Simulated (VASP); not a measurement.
# TiB2 (P6/mmm) in VASP: further runs, part 2 of 2

VASP 6.6.1.

### Step 4. Relaxation of cell and atoms, LDA

This run uses another cell than the first one, of 8.88 Å³/atom.

File INCAR:

```
PREC = Accurate
ENCUT = 600
EDIFF = 1E-6
ISMEAR = -1
SIGMA = 0.05
LREAL = F
LASPH = T
NELM = 80
ALGO = Normal
ISIF = 3
LWAVE = F
LCHARG = F
GGA = CA
IBRION = 2
NSW = 100
EDIFFG = -0.005
```

File KPOINTS:

```
regular mesh
0
Gamma
  12 12 10
```

File POSCAR:

```
TiB2
1.0
    3.0657467113      0.0000000000      0.0000000000
   -1.5328733556      2.6550145336      0.0000000000
    0.0000000000      0.0000000000      3.2712563681
Ti B
1 2
Direct
    0.0000000000      0.0000000000      0.0000000000
    0.3333333333      0.6666666667      0.5000000000
    0.6666666667      0.3333333333      0.5000000000
```

Command:

```sh
$ cat potpaw_LDA.64/Ti_sv/POTCAR potpaw_LDA.64/B/POTCAR > POTCAR
$ mpirun -np 1 vasp_std > vasp.out
```

Run time: 3.6 min. Hardware: 1 thread of Intel Xeon 8259CL, shared host; peak memory 0.18 GiB.

Results (log left out):

| Item | Value |
| --- | --- |
| Free energy | -26.9260 eV |
| Relaxed volume | 8.19 Å³/atom |
| Relaxed cell | a = 2.996 Å, b = 2.996 Å, c = 3.162 Å, α = 90.00°, β = 90.00°, γ = 120.00° |
| Space group after relaxing (to 0.1 Å) | P6/mmm (No. 191) |
| Energy gained by relaxing | 43.1 meV/atom |
| Ionic steps | 8 |
| Pressure after relaxing | -0.1 GPa |
| Band gap on the k mesh | zero (bands 9 and 10 overlap by 0.56 eV) |

The path:
```
step  energy change (eV)  largest force (eV/Å)  pressure (GPa)  volume (Å³)
   1              0.0000                0.0000          -18.91        26.63
   2              0.0064                0.0000           24.93        22.79
   3             -0.1268                0.0000           -0.28        24.64
   4             -0.1268                0.0000            0.10        24.60
   5             -0.1293                0.0000            0.17        24.56
   6             -0.1293                0.0000            0.19        24.56
   7             -0.1293                0.0000           -0.13        24.59
   8             -0.1293                0.0000           -0.08        24.58
```

Final structure:
```
CELL_PARAMETERS angstrom
2.99570 0.00000 0.00000
-1.49785 2.59436 0.00000
0.00000 0.00000 3.16224
ATOMIC_POSITIONS crystal
Ti 0.00000 0.00000 0.00000
B 0.33333 0.66667 0.50000
B 0.66667 0.33333 0.50000
```

Levels at points of the mesh, in eV from the Fermi level:
```
           k point  band 5  band 6  band 7  band 8  band 9  band 10  band 11  band 12  band 13
(0.00, 0.00, 0.00)  -13.53   -2.76   -2.76   -2.21   -2.17     1.99     1.99     3.89     3.89
(0.50, 0.00, 0.00)   -9.47   -9.12   -3.32   -3.28   -2.39     1.41     2.85     3.38     3.55
(0.00, 0.00, 0.50)  -11.41   -7.70   -0.58   -0.58   -0.27    -0.27     0.43     0.43     1.82
(0.50, 0.00, 0.50)   -9.79   -7.48   -4.83   -3.96   -3.08     2.67     3.06     4.86     4.87
```

### Step 5. Relaxation of cell and atoms, LDA

This run uses another cell than the first one, of 8.88 Å³/atom.

File INCAR:

```
SYSTEM = TiB2
  PREC = Accurate
  ENCUT = 600
  EDIFF = 1E-7
  ISMEAR = -5
  SIGMA = 0.1
  LREAL = .False.
  LASPH = .True.
  NELM = 100
  ALGO = Normal
  ISIF = 3
  LWAVE = .False.
  LCHARG = .False.
  IBRION = 2
  NSW = 100
  EDIFFG = -0.02
```

File KPOINTS:

```
regular mesh
0
Gamma
  12 12 10
  0 0 0
```

POSCAR is that of step 4.

Command:

```sh
$ cat potpaw_LDA.64/Ti_sv/POTCAR potpaw_LDA.64/B/POTCAR > POTCAR
$ mpirun -np 1 vasp_std > vasp.out
```

Run time: 3.6 min. Hardware: 1 thread of Intel Xeon 8259CL, shared host; peak memory 0.18 GiB.

The run converged. Its results:

| Quantity | Value |
| --- | --- |
| Free energy | -26.9232 eV |
| Relaxed volume | 8.18 Å³/atom |
| Relaxed cell | a = 2.996 Å, b = 2.996 Å, c = 3.157 Å, α = 90.00°, β = 90.00°, γ = 120.00° |
| Space group after relaxing (to 0.1 Å) | P6/mmm (No. 191) |
| Energy gained by relaxing | 43.2 meV/atom |
| Ionic steps | 5 |
| Pressure after relaxing | 0.2 GPa |
| Band gap on the k mesh | zero (bands 9 and 10 overlap by 0.56 eV) |

Stress tensor (GPa, compression positive):
```
0.24 0.00 0.00
0.00 0.24 0.00
0.00 0.00 0.10
```

The path:
```csv
step,energy change (eV),largest force (eV/Å),pressure (GPa),volume (Å³)
1,0.0000,0.0000,-18.94,26.63
2,0.0047,0.0000,24.89,22.78
3,-0.1275,0.0000,-0.26,24.63
4,-0.1275,0.0000,0.17,24.59
5,-0.1297,0.0000,0.20,24.55
```

Final structure:
```yaml
crystal:
  lattice:
    - [2.99643, 0.00000, 0.00000]
    - [-1.49821, 2.59498, 0.00000]
    - [0.00000, 0.00000, 3.15734]
  atoms:
    - { symbol: Ti, position: [0.00000, 0.00000, 0.00000] }
    - { symbol: B, position: [0.33333, 0.66667, 0.50000] }
    - { symbol: B, position: [0.66667, 0.33333, 0.50000] }
```

Levels at points of the mesh, in eV from the Fermi level:
| k point | band 7 | band 8 | band 9 | band 10 | band 11 | band 12 |
| --- | --- | --- | --- | --- | --- | --- |
| (0.00, 0.00, 0.00) | -2.84 | -2.27 | -2.22 | 1.94 | 1.94 | 3.84 |
| (0.50, 0.00, 0.00) | -3.39 | -3.33 | -2.46 | 1.36 | 2.80 | 3.32 |
| (0.00, 0.00, 0.50) | -0.65 | -0.65 | -0.34 | -0.34 | 0.37 | 0.37 |
| (0.50, 0.00, 0.50) | -4.90 | -4.03 | -3.14 | 2.62 | 3.01 | 4.81 |

Caveat: tetrahedron occupations give inexact forces and stress in metals.

### Step 6. Relaxation of cell and atoms, LDA

This run uses another cell than the first one, of 8.88 Å³/atom.

File INCAR:

```
ALGO = Normal ; EDIFF = 1E-7
EDIFFG = -0.005 ; ENCUT = 600
IBRION = 2 ; ISIF = 3
ISMEAR = -5 ; LASPH = True
LCHARG = False ; LREAL = False
LWAVE = False ; NELM = 80
NSW = 100 ; PREC = Accurate
SIGMA = 0.1
```

File KPOINTS:

```
k-points
0
Gamma
  12 12 10
```

POSCAR is that of step 5.

Potentials or basis: VASP PAW LDA potentials, release 64 (Ti_sv, B).

Command:

```sh
$ cat potpaw_LDA.64/Ti_sv/POTCAR potpaw_LDA.64/B/POTCAR > POTCAR
$ mpirun -np 1 vasp_std > vasp.out
```

It took 4.9 min on 1 thread of Intel Xeon 8259CL, shared host; peak memory 0.19 GiB.

Results (log left out):

```yaml
Free_energy: -26.9232 eV
Relaxed_volume: 8.19 Å³/atom
Relaxed_cell: a = 2.997 Å, b = 2.997 Å, c = 3.158 Å, α = 90.00°, β = 90.00°, γ = 120.00°
Space_group_after_relaxing_to_0.1_Å: P6/mmm (No. 191)
Energy_gained_by_relaxing: 43.2 meV/atom
Ionic_steps: 8
Pressure_after_relaxing: 0.0 GPa
Band_gap_on_the_k_mesh: zero (bands 9 and 10 overlap by 0.56 eV)
```

The path:
```
step  energy change (eV)  largest force (eV/Å)  pressure (GPa)  volume (Å³)
   1              0.0000                0.0000          -18.94        26.63
   2              0.0047                0.0000           24.89        22.78
   3             -0.1275                0.0000           -0.26        24.63
   4             -0.1275                0.0000            0.17        24.59
   5             -0.1297                0.0000            0.20        24.55
   6             -0.1297                0.0000            0.20        24.55
   7             -0.1297                0.0000           -0.17        24.58
   8             -0.1297                0.0000           -0.01        24.57
```

Final structure:
```cif
data_structure
_symmetry_space_group_name_H-M 'P 1'
_symmetry_Int_Tables_number 1
_cell_length_a 2.9974
_cell_length_b 2.9974
_cell_length_c 3.1576
_cell_angle_alpha 90.000
_cell_angle_beta 90.000
_cell_angle_gamma 120.000
_cell_volume 24.57
loop_
_atom_site_label
_atom_site_type_symbol
_atom_site_fract_x
_atom_site_fract_y
_atom_site_fract_z
_atom_site_occupancy
Ti1 Ti 0.00000 0.00000 0.00000 1
B1 B 0.33333 0.66667 0.50000 1
B2 B 0.66667 0.33333 0.50000 1
```

Levels at points of the mesh, in eV from the Fermi level:
| k point | band 6 | band 7 | band 8 | band 9 | band 10 | band 11 | band 12 | band 13 |
| --- | --- | --- | --- | --- | --- | --- | --- | --- |
| (0.00, 0.00, 0.00) | -2.84 | -2.84 | -2.27 | -2.21 | 1.93 | 1.93 | 3.84 | 3.84 |
| (0.50, 0.00, 0.00) | -9.19 | -3.39 | -3.33 | -2.45 | 1.36 | 2.79 | 3.32 | 3.50 |
| (0.00, 0.00, 0.50) | -7.76 | -0.65 | -0.65 | -0.34 | -0.34 | 0.37 | 0.37 | 1.78 |
| (0.50, 0.00, 0.50) | -7.54 | -4.90 | -4.02 | -3.14 | 2.62 | 3.00 | 4.81 | 4.82 |

Caveat: tetrahedron occupations give inexact forces and stress in metals.

### Step 7. Overview

| task | cell | cutoff (eV) | smearing | gap on the mesh (eV) | pressure (GPa) | relaxed volume (Å³/atom) |
| --- | --- | --- | --- | --- | --- | --- |
| single point | a = 2.996, b = 2.996, c = 3.155 Å, angles 90.0, 90.0, 120.0°, 3 atoms | 520 | tetrahedron | none | 0.6 | - |
| relaxation of cell and atoms | relaxed from a = 3.066, b = 3.066, c = 3.271 Å, angles 90.0, 90.0, 120.0°, 3 atoms | 600 | fermi-dirac 0.05 eV | none | -0.1 | 8.19 |
| relaxation of cell and atoms | relaxed from a = 3.066, b = 3.066, c = 3.271 Å, angles 90.0, 90.0, 120.0°, 3 atoms | 600 | tetrahedron | none | 0.0 | 8.19 |

Alike in all rows: level LDA; potentials or basis VASP PAW LDA potentials, release 64 (Ti_sv, B); no spin polarisation; k mesh 12 × 12 × 10.

Caveats: tetrahedron occupations give inexact forces and stress in metals (at least some runs).

Total energies depend on the potentials used, so only differences within one code and one set of settings carry meaning.
